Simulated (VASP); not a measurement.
# AlGa3N4 (P-43m) in VASP: notebook

AlGa3N4 is run at these levels: LDA; tasks: single point.

Everything below comes from runs of VASP 6.6.1. Logs are shortened: lines on timing, memory, paths and dates and some standing lists are left out, and cuts for length are marked.

## 1. The cell of the first run

The structure is cubic, space group P-43m (No. 215). The conventional cell has a = 4.397 Å, b = 4.397 Å, c = 4.397 Å, α = 90.00°, β = 90.00°, γ = 90.00°. Al (site symmetry -43m) has 4 N at 1.87 Å within 2.5 Å. Within 2.5 Å of Ga (site symmetry -42m) lie 4 N at 1.92 Å. N (site symmetry 3m) has 1 Al at 1.87 Å and 3 Ga at 1.92 Å within 2.5 Å.

## 2. Single point, LDA (10.63 Å³/atom)

The input, INCAR:

```
PREC     = Accurate       # precision mode
ENCUT    = 910            # plane-wave cutoff, eV
EDIFF    = 1E-6           # SCF threshold, eV
ISMEAR   = 0              # smearing method
SIGMA    = 0.01           # smearing width, eV
LREAL    = False          # projectors in reciprocal space
LASPH    = True           # aspherical terms in the spheres
NELM     = 120            # most SCF steps
ALGO     = Normal         # electronic algorithm
ISIF     = 2              # what is computed and relaxed
LWAVE    = False          # write WAVECAR
LCHARG   = True           # write CHGCAR
GGA      = CA             # functional
LELF     = True           # ELF
LVHAR    = True         
NBANDS   = 41             # bands
GGA_COMPAT= False
```

The input, KPOINTS:

```
Automatic mesh
0
Gamma
  6 6 6
```

The input, POSCAR:

```
AlGa3N4
1.0
    4.3972590926      0.0000000000      0.0000000000
    0.0000000000      4.3972590926      0.0000000000
    0.0000000000      0.0000000000      4.3972590926
Al Ga N
1 3 4
Direct
    0.0000000000      0.0000000000      0.0000000000
    0.5000000000      0.5000000000      0.0000000000
    0.5000000000      0.0000000000      0.5000000000
    0.0000000000      0.5000000000      0.5000000000
    0.7548594416      0.7548594416      0.2451405584
    0.7548594416      0.2451405584      0.7548594416
    0.2451405584      0.7548594416      0.7548594416
    0.2451405584      0.2451405584      0.2451405584
```

Potentials or basis: VASP PAW LDA potentials, release 64 (Al, Ga_d, N_h).

Launch:

```
> cat potpaw_LDA.64/Al/POTCAR potpaw_LDA.64/Ga_d/POTCAR potpaw_LDA.64/N_h/POTCAR > POTCAR
> mpirun -np 1 vasp_std > vasp.out
```

OUTCAR:

```text
PREC = Accurate
   ENCUT = 910
   EDIFF = 1E-6
   ISMEAR = 0
   LREAL = False
   LASPH = True
   NELM = 120
   ISIF = 2
   GGA = CA

 ion  position               nearest neighbor table
   1  0.000  0.000  0.000-   5 1.87   6 1.87   7 1.87   8 1.87   3 3.11   4 3.11   2 3.11   3 3.11
                             4 3.11   2 3.11   4 3.11   4 3.11   2 3.11   3 3.11   3 3.11   2 3.11
   2  0.500  0.500  0.000-   5 1.92   6 1.92   7 1.92   8 1.92   1 3.11   1 3.11   1 3.11   1 3.11

   3  0.500  0.000  0.500-   5 1.92   6 1.92   7 1.92   8 1.92   1 3.11   1 3.11   1 3.11   1 3.11

   4  0.000  0.500  0.500-   5 1.92   6 1.92   7 1.92   8 1.92   1 3.11   1 3.11   1 3.11   1 3.11

   5  0.755  0.755  0.245-   1 1.87   3 1.92   4 1.92   2 1.92
   6  0.755  0.245  0.755-   1 1.87   3 1.92   4 1.92   2 1.92
   7  0.245  0.755  0.755-   1 1.87   3 1.92   4 1.92   2 1.92
   8  0.245  0.245  0.245-   1 1.87   3 1.92   4 1.92   2 1.92

  LATTYP: Found a simple cubic cell.
 ALAT       =     4.3972590926

  Lattice vectors:

 A1 = (   4.3972590926,   0.0000000000,   0.0000000000)
 A2 = (   0.0000000000,   4.3972590926,   0.0000000000)
 A3 = (   0.0000000000,   0.0000000000,   4.3972590926)

Analysis of symmetry for initial positions (statically):
=====================================================================
 Subroutine PRICEL returns:
 Original cell was already a primitive cell.

 Routine SETGRP: Setting up the symmetry group for a
 simple cubic supercell.

 Subroutine GETGRP returns: Found 24 space group operations
 (whereof 24 operations were pure point group operations)
 out of a pool of 48 trial point group operations.

The static configuration has the point symmetry T_d .

Analysis of symmetry for dynamics (positions and initial velocities):
=====================================================================
 Subroutine PRICEL returns:
 Original cell was already a primitive cell.

 Routine SETGRP: Setting up the symmetry group for a
 simple cubic supercell.

 Subroutine GETGRP returns: Found 24 space group operations
 (whereof 24 operations were pure point group operations)
 out of a pool of 48 trial point group operations.

The dynamic configuration has the point symmetry T_d .

 Subroutine INISYM returns: Found 24 space group operations
 (whereof 24 operations are pure point group operations),
 and found     1 'primitive' translations

----------------------------------------------------------------------------------------

                                     Primitive cell

  volume of cell :      85.0249

  direct lattice vectors                    reciprocal lattice vectors
     4.397259093  0.000000000  0.000000000     0.227414391  0.000000000  0.000000000
     0.000000000  4.397259093  0.000000000     0.000000000  0.227414391  0.000000000
     0.000000000  0.000000000  4.397259093     0.000000000  0.000000000  0.227414391

  length of vectors
     4.397259093  4.397259093  4.397259093     0.227414391  0.227414391  0.227414391

  position of ions in fractional coordinates (direct lattice)
     0.000000000  0.000000000  0.000000000
     0.500000000  0.500000000  0.000000000
     0.500000000  0.000000000  0.500000000
     0.000000000  0.500000000  0.500000000
     0.754859442  0.754859442  0.245140558
     0.754859442  0.245140558  0.754859442
     0.245140558  0.754859442  0.754859442
     0.245140558  0.245140558  0.245140558

  ion indices of the primitive-cell ions
   primitive index   ion index
                 1           1
                 2           2
                 3           3
                 4           4
                 5           5
                 6           6
                 7           7
                 8           8

----------------------------------------------------------------------------------------

 KPOINTS: Automatic mesh

Automatic generation of k-mesh.
 Grid dimensions read from file:
 generate k-points for:    6    6    6

 Generating k-lattice:

  Cartesian coordinates                     Fractional coordinates (reciprocal lattice)
     0.037902399  0.000000000  0.000000000     0.166666667  0.000000000  0.000000000
     0.000000000  0.037902399  0.000000000     0.000000000  0.166666667  0.000000000
     0.000000000  0.000000000  0.037902399     0.000000000  0.000000000  0.166666667

  Length of vectors
     0.037902399  0.037902399  0.037902399

  Shift w.r.t. Gamma in fractional coordinates (k-lattice)
     0.000000000  0.000000000  0.000000000

 Subroutine IBZKPT returns following result:
 ===========================================

 Found     20 irreducible k-points:

 Following reciprocal coordinates:
            Coordinates               Weight
  0.000000  0.000000  0.000000      1.000000
  0.166667  0.000000  0.000000      6.000000
  0.333333  0.000000  0.000000      6.000000
  0.500000  0.000000  0.000000      3.000000
  0.166667  0.166667  0.000000     12.000000
  0.333333  0.166667  0.000000     24.000000
[... 12 lines left out ...]
  0.500000  0.500000  0.333333      6.000000
  0.500000  0.500000  0.500000      1.000000
   k-points           NKPTS =     20   k-points in BZ     NKDIM =     20   number of bands    NBANDS=     41
   number of dos      NEDOS =    301   number of ions     NIONS =      8
   total plane-waves  NPLWV = 110592
   dimension x,y,z NGX =    48 NGY =   48 NGZ =   48
   dimension x,y,z NGXF=    96 NGYF=   96 NGZF=   96
   ions per type =               1   3   4
   NGX,Y,Z   is equivalent  to a cutoff of  18.15, 18.15, 18.15 a.u.
   NGXF,Y,Z  is equivalent  to a cutoff of  36.29, 36.29, 36.29 a.u.
 SYSTEM =  unknown system
   PREC   = accura    normal or accurate (medium, high low for compatibility)
   ISTART =      0    job   : 0-new  1-cont  2-samecut
   ICHARG =      2    charge: 1-file 2-atom 10-const
   ISPIN  =      1    spin polarized calculation?
   LNONCOLLINEAR =      F non collinear calculations
   LSORBIT =      F    spin-orbit coupling
   LASPH  =      T    aspherical Exc in radial PAW
   ENCUT  =  910.0 eV  66.88 Ry    8.18 a.u.  10.82 10.82 10.82*2*pi/ulx,y,z
   NELM   =    120;   NELMIN=  2; NELMDL= -5     # of ELM steps
   EDIFF  = 0.1E-05   stopping-criterion for ELM
   LREAL  =      F    real-space projection
   EDIFFG = 0.1E-04   stopping-criterion for IOM
   NSW    =      0    number of steps for IOM
   IBRION =     -1    ionic relax: 0-MD 1-quasi-New 2-CG
   NFREE  =      0    steps in history (QN), initial steepest desc. (CG)
   ISIF   =      2    stress and relaxation
   ISYM   =      2    0-nonsym 1-usesym 2-fastsym
   POTIM  = 0.5000    time-step for ionic-motion
   TEBEG  =    0.0;   TEEND  =   0.0 temperature during run
   PSTRESS=    0.0 pullay stress
   NELECT =      62.0000    total number of electrons
   NUPDOWN=      -1.0000    fix difference up-down
   EMIN   =  10.00;   EMAX   =-10.00  energy-range for DOS
   EFERMI =   0.00;   METHOD = LEGACY
   ISMEAR =     0;   SIGMA  =   0.01  broadening in eV -4-tet -1-fermi 0-gaus
   EFERMI_NEDOS =   21; number of points for ismear=-14 and -15
   IALGO  =     38    algorithm
   IMIX   =      4    mixing-type and parameters
     AMIX     =   0.40;   BMIX     =  1.00
     AMIX_MAG =   1.60;   BMIX_MAG =  1.00
  volume/ion in A,a.u.               =      10.63        71.72
  Fermi-wavevector in a.u.,A,eV,Ry     =   1.473522  2.784553 29.541889  2.171268
  Thomas-Fermi vector in A             =   2.588405
   LORBIT       =      0    0 simple, 1 ext, 2 COOP (PROOUT), +10 PAW based schemes
   GGA     = CA    functional components
   LHFCALC =     F    Hartree Fock is set to
   AEXX    =    0.0000 exact exchange contribution
   IVDW    =     0    specifies the selected vdW correction
   LEPSILON=     F    determine dielectric tensor
   LRPA    =     F    only Hartree local field effects (RPA)
 non-spin polarized calculation
 Gauss-broadening in eV      SIGMA  =   0.01
  energy-cutoff  :      910.00
  volume of cell :       85.02
 maximum number of plane-waves:      5400
 NGX is ok and might be reduce to    48
   NGX = 21   NGY = 21   NGZ = 21

 number of electron      61.9999998 magnetization

 Free energy of the ion-electron system (eV)
  ---------------------------------------------------
  ext. energy  EPLUGINS =         0.00000000
  ---------------------------------------------------
  free energy    TOTEN  =       -58.17457885 eV

  energy without entropy =      -58.17457885  energy(sigma->0) =      -58.17457885

 E-fermi :   6.1370     XC(G=0): -12.2010

 val. band max:        6.0353952522   @ k =   0.0000   0.0000   0.0000
 cond. band min:       8.7517105657   @ k =   0.0000   0.0000   0.0000
 fundamental gap:      2.7163153135
 Fermi energy:         6.1369772914

 k-point     1 :       0.0000    0.0000    0.0000
  band No.  band energies     occupation
      1      -9.9096      2.00000
      2      -8.5259      2.00000
      3      -8.5259      2.00000
      4      -8.5259      2.00000
      5      -7.2650      2.00000
      6      -7.2324      2.00000
[... 33 lines left out ...]
     40      17.0431      0.00000
     41      17.0551      0.00000

 k-point     2 :       0.1667    0.0000    0.0000
  band No.  band energies     occupation
      1      -9.7873      2.00000
      2      -8.5639      2.00000
      3      -8.5272      2.00000
      4      -8.5272      2.00000
      5      -7.2570      2.00000
      6      -7.2289      2.00000
[... 33 lines left out ...]
     40      17.2696      0.00000
     41      17.3033      0.00000

 k-point     3 :       0.3333    0.0000    0.0000
  band No.  band energies     occupation
      1      -9.4572      2.00000
      2      -8.7100      2.00000
      3      -8.5299      2.00000
      4      -8.5299      2.00000
      5      -7.2244      2.00000
      6      -7.2121      2.00000
[... 699 lines left out ...]
      2      -8.6883      2.00000
      3      -8.6883      2.00000
      4      -8.6752      2.00000
      5      -7.2390      2.00000
      6      -7.2390      2.00000
[... 33 lines left out ...]
     40      16.4243      0.00000
     41      16.5718      0.00000

 k-point    20 :       0.5000    0.5000    0.5000
  band No.  band energies     occupation
      1      -8.8820      2.00000
      2      -8.6848      2.00000
      3      -8.6848      2.00000
      4      -8.6848      2.00000
      5      -7.2435      2.00000
      6      -7.2435      2.00000
[... 33 lines left out ...]
     40      16.1060      0.00000
     41      16.1060      0.00000

------------------------ aborting loop because EDIFF is reached ----------------------------------------

  FORCE on cell =-STRESS in cart. coord.  units (eV):
  Direction    XX          YY          ZZ          XY          YZ          ZX
  --------------------------------------------------------------------------------------
  -------------------------------------------------------------------------------------
  Total        2.7800289      2.7800289      2.7800289      0.0000000      0.0000000     -0.0000000
  in kB       52.3858175     52.3858175     52.3858175      0.0000000      0.0000000     -0.0000000
  external PRESSURE =      52.3858175 kB  Pullay stress =       0.0000000 kB

 VOLUME and BASIS-vectors are now :
 -----------------------------------------------------------------------------
  energy-cutoff  :      910.00
  volume of cell :       85.02
      direct lattice vectors                 reciprocal lattice vectors
     4.397259093  0.000000000  0.000000000     0.227414391  0.000000000  0.000000000
     0.000000000  4.397259093  0.000000000     0.000000000  0.227414391  0.000000000
     0.000000000  0.000000000  4.397259093     0.000000000  0.000000000  0.227414391

 POSITION                                       TOTAL-FORCE (eV/Angst)
 -----------------------------------------------------------------------------------
      0.00000      0.00000      0.00000        -0.000000      0.000000      0.000000
      2.19863      2.19863      0.00000         0.000000     -0.000000      0.000000
      2.19863      0.00000      2.19863         0.000000      0.000000      0.000000
      0.00000      2.19863      2.19863         0.000000      0.000000      0.000000
      3.31931      3.31931      1.07795         0.015418      0.015418     -0.015418
      3.31931      1.07795      3.31931         0.015418     -0.015418      0.015418
      1.07795      3.31931      3.31931        -0.015418      0.015418      0.015418
      1.07795      1.07795      1.07795        -0.015418     -0.015418     -0.015418
 -----------------------------------------------------------------------------------
    total drift:                                0.000000      0.000000      0.000000

  FREE ENERGIE OF THE ION-ELECTRON SYSTEM (eV)
  ---------------------------------------------------
  free  energy   TOTEN  =       -58.1745788457 eV

  energy  without entropy=      -58.1745788457  energy(sigma->0) =      -58.17457885
```

It took 2.2 min on 1 thread of Intel Xeon Platinum 8488C (Sapphire Rapids), shared host; peak memory 0.34 GiB.

Results:

```
Free energy            : -58.1746 eV
Pressure               : 5.2 GPa
Largest force          : 0.027 eV/Å
Band gap on the k mesh : 2.72 eV
```

Forces in eV/Å, atoms in the order of the input:
```
Al   0.000  0.000  0.000
Ga   0.000  0.000  0.000
Ga   0.000  0.000  0.000
Ga   0.000  0.000  0.000
N    0.015  0.015 -0.015
N    0.015 -0.015  0.015
N   -0.015  0.015  0.015
N   -0.015 -0.015 -0.015
```

Levels at points of the mesh, in eV from the valence-band top:
```tsv
k point	band 29	band 30	band 31	band 32	band 33	band 34
(0.00, 0.00, 0.00)	0.00	0.00	0.00	2.72	3.39	3.39
(0.50, 0.00, 0.00)	-1.58	-1.26	-1.26	5.07	5.15	6.25
(0.50, 0.50, 0.00)	-0.99	-0.99	-0.67	7.00	7.21	7.21
(0.50, 0.50, 0.50)	-0.72	-0.72	-0.72	5.27	5.27	5.27
```

Caveat: the cutoff is under 1.25 times the usual one of these potentials, so pressure, stress and relaxed cells hold a basis-set (Pulay) error; the cell stands under pressure.

## 3. Single point, LDA

This run uses another cell than the first one, of 10.85 Å³/atom.

The input, INCAR:

```
ALGO = Normal
EDIFF = 1E-7
ENCUT = 520
ISIF = 2
ISMEAR = 0
LASPH = T
LCHARG = F
LREAL = F
LWAVE = F
NBANDS = 41
NELM = 100
PREC = Accurate
SIGMA = 0.05
```

The input, KPOINTS:

```
k-points
0
Gamma
  6 6 6
```

The input, POSCAR:

```
AlGa3N4
1.0
    4.4270176661      0.0000000000      0.0000000000
    0.0000000000      4.4270176661      0.0000000000
    0.0000000000      0.0000000000      4.4270176661
Al Ga N
1 3 4
Direct
    0.0000000000      0.0000000000      0.0000000000
    0.5000000000      0.5000000000      0.0000000000
    0.5000000000      0.0000000000      0.5000000000
    0.0000000000      0.5000000000      0.5000000000
    0.7548139557      0.7548139557      0.2451860443
    0.7548139557      0.2451860443      0.7548139557
    0.2451860443      0.7548139557      0.7548139557
    0.2451860443      0.2451860443      0.2451860443
```

Potentials or basis: VASP PAW LDA potentials, release 64 (Al, Ga_d, N).

Launch:

```
> cat potpaw_LDA.64/Al/POTCAR potpaw_LDA.64/Ga_d/POTCAR potpaw_LDA.64/N/POTCAR > POTCAR
> mpirun -np 1 vasp_std > vasp.out
```

Wall time 1.9 min (1 thread of Intel Xeon 8259CL, shared host); peak memory 0.2 GiB.

Results (log left out):

* Free energy: -58.1986 eV
* Pressure: 1.0 GPa
* Largest force: 0.030 eV/Å
* Band gap on the k mesh: 2.57 eV

Forces in eV/Å, atoms in the order of the input:
```
Al   0.000  0.000  0.000
Ga   0.000  0.000  0.000
Ga   0.000  0.000  0.000
Ga   0.000  0.000  0.000
N    0.018  0.018 -0.018
N    0.018 -0.018  0.018
N   -0.018  0.018  0.018
N   -0.018 -0.018 -0.018
```

Levels at points of the mesh, in eV from the valence-band top:
```
           k point  band 29  band 30  band 31  band 32  band 33  band 34
(0.00, 0.00, 0.00)     0.00     0.00     0.00     2.57     3.37     3.37
(0.50, 0.00, 0.00)    -1.54    -1.24    -1.24     4.98     5.07     6.20
(0.50, 0.50, 0.00)    -0.97    -0.97    -0.66     6.85     7.03     7.03
(0.50, 0.50, 0.50)    -0.71    -0.71    -0.71     5.11     5.11     5.11
```

## 4. Single point, LDA

This run uses another cell than the first one, of 10.85 Å³/atom.

The input, INCAR:

```
PREC = Accurate
ENCUT = 520
EDIFF = 1E-7
ISMEAR = 0
SIGMA = 0.05
LREAL = F
LASPH = T
NELM = 80
ALGO = Normal
ISIF = 2
LWAVE = F
LCHARG = F
GGA = CA
NBANDS = 41
```

The input, KPOINTS:

```
regular mesh
0
Gamma
  6 6 6
```

POSCAR is that of step 3.

Launch:

```
> cat potpaw_LDA.64/Al/POTCAR potpaw_LDA.64/Ga_d/POTCAR potpaw_LDA.64/N/POTCAR > POTCAR
> mpirun -np 1 vasp_std > vasp.out
```

Wall time 2.1 min (1 thread of Intel Xeon 8259CL, shared host); peak memory 0.2 GiB.

Results (log left out):

| Quantity | Value |
| --- | --- |
| Free energy | -58.1986 eV |
| Pressure | 1.0 GPa |
| Largest force | 0.030 eV/Å |
| Band gap on the k mesh | 2.57 eV |

Forces on the atoms (eV/Å):
```
Al   0.000  0.000  0.000
Ga   0.000  0.000  0.000
Ga   0.000  0.000  0.000
Ga   0.000  0.000  0.000
N    0.018  0.018 -0.018
N    0.018 -0.018  0.018
N   -0.018  0.018  0.018
N   -0.018 -0.018 -0.018
```

Levels at points of the mesh, in eV from the valence-band top:
| k point | band 29 | band 30 | band 31 | band 32 | band 33 | band 34 |
| --- | --- | --- | --- | --- | --- | --- |
| (0.00, 0.00, 0.00) | 0.00 | 0.00 | 0.00 | 2.57 | 3.37 | 3.37 |
| (0.50, 0.00, 0.00) | -1.54 | -1.24 | -1.24 | 4.98 | 5.07 | 6.20 |
| (0.50, 0.50, 0.00) | -0.97 | -0.97 | -0.66 | 6.85 | 7.03 | 7.03 |
| (0.50, 0.50, 0.50) | -0.71 | -0.71 | -0.71 | 5.11 | 5.11 | 5.11 |
